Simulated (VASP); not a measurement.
Input of a VASP 6.6.1 run:

INCAR

```
ALGO = Fast
EDIFF = 1E-6
ENCUT = 520
GGA = PS
ISIF = 2
ISMEAR = 0
LASPH = T
LCHARG = F
LREAL = F
LWAVE = F
NBANDS = 19
NELM = 60
PREC = Accurate
SIGMA = 0.05
```

KPOINTS

```
k-points
0
Gamma
  16 16 10
```

The input POSCAR:

```
Zr
1.0
    3.1625176793      0.0000000000      0.0000000000
   -1.5812588396      2.7388206502      0.0000000000
    0.0000000000      0.0000000000      5.0858566433
Zr
2
Direct
    0.3333333333      0.6666666667      0.2500000000
    0.6666666667      0.3333333333      0.7500000000
```

Potentials or basis: VASP PAW PBE potentials, release 64 (Zr_sv).

The run is started by

```bash
$ cat potpaw_PBE.64/Zr_sv/POTCAR > POTCAR
$ mpirun -np 1 vasp_std > vasp.out
```

**Question.** What does it give for the pressure?

**Answer.** 2.1 GPa.

**Question.** What does it give for the band gap on the k mesh?

**Answer.** Zero (band 12 reaches 10.48 eV, above the bottom of band 13 at 9.20 eV).

Caveat: the PAW data sets were made with another functional, which shifts forces and pressure a little.
